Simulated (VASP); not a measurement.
The system is Zn.

```
Zn
1.0
     2.67000    0.00000    0.00000
    -1.33500    2.31229    0.00000
     0.00000    0.00000    4.96600
Zn
2
Cartesian
  0.0000 1.5415 1.2415
  1.3350 0.7708 3.7245
```

* Program: VASP 6.6.1
* Task: relaxation of cell and atoms
* Functional: PBEsol
* Potentials or basis: VASP PAW PBE potentials, release 64 (Zn)
* Cutoff: 600 eV
* k mesh: 9 × 9 × 4
* Occupations: methfessel-paxton, width 0.05 eV
* Spin: no spin polarisation

At the start: pressure -5.7 GPa; volume 15.33 Å³/atom.

**Question.** How do energy, volume and symmetry change on relaxing?

**Answer.** Over 15 steps the energy falls by 29.6 meV/atom and the volume is 14.07 Å³/atom (-8.2 %); space group P6_3/mmc (No. 194, to 0.05 Å).

Step by step:
| step | energy change (eV) | largest force (eV/Å) | pressure (GPa) | volume (Å³) |
| --- | --- | --- | --- | --- |
| 1 | 0.0000 | 0.0000 | -5.71 | 30.66 |
| 2 | -0.0424 | 0.0000 | 0.15 | 28.30 |
| 3 | -0.0427 | 0.0000 | 0.21 | 28.38 |
| 4 | -0.0428 | 0.0000 | -0.13 | 28.49 |
| 5 | -0.0428 | 0.0000 | 0.01 | 28.45 |
| 6 | -0.0445 | 0.0000 | -0.12 | 28.37 |
| 7 | -0.0577 | 0.0000 | 0.42 | 28.12 |
| 8 | -0.0562 | 0.0000 | 1.93 | 27.59 |
| 9 | -0.0561 | 0.0000 | 1.69 | 27.67 |
| 10 | -0.0563 | 0.0000 | 1.69 | 27.62 |
| 11 | -0.0574 | 0.0000 | 1.57 | 27.70 |
| 12 | -0.0575 | 0.0000 | 1.35 | 27.74 |
| 13 | -0.0584 | 0.0000 | 0.82 | 27.86 |
| 14 | -0.0592 | 0.0000 | 0.18 | 28.06 |
| 15 | -0.0592 | 0.0000 | -0.10 | 28.14 |

Final structure:
```xyz
2
Lattice="2.6652 0.0000 0.0000 -1.3326 2.3081 0.0000 0.0000 0.0000 4.5745" Properties=species:S:1:pos:R:3 pbc="T T T"
Zn    0.0000    1.5387    1.1436
Zn    1.3326    0.7694    3.4309
```

Caveat: the PAW data sets were made with another functional, which shifts forces and pressure a little.
